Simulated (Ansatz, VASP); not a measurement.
# WC: VASP beside Ansatz

```
W C
1.0
     2.90050    0.00000    0.00000
    -1.45025    2.51191    0.00000
     0.00000    0.00000    2.82900
W C
1 1
Direct
  0.91043 0.82085 0.92047
  0.66667 0.33333 0.50000
```

Alike in both runs: task single point; functional PBEsol; k mesh 18 × 18 × 16; occupations gaussian, width 0.15 eV; no spin polarisation.

|  | VASP | Ansatz |
| --- | --- | --- |
| version | VASP 6.6.1 | Ansatz 0.2.0 |
| potentials or method | VASP PAW PBE potentials, release 64 (W_sv, C), cutoff 520 eV | scalar-relativistic, plane waves, PAW |
| valence electrons in the cell | 18 | 18 |

VASP gave:

```
gap on the k mesh at the Fermi level (eV) : none
rms of the force components (eV/Å)        : 7.131
```

Q: Estimate Ansatz's values.

A: gap on the k mesh at the Fermi level (eV): none; rms of the force components (eV/Å): 7.034.

VASP's potentials were made for PBE, not for PBEsol. Atom by atom the forces differ by 0.097 eV/Å (rms over components). A gap of «none» marks a metal or a gap that the smearing closes.

Spin-orbit coupling is off throughout.
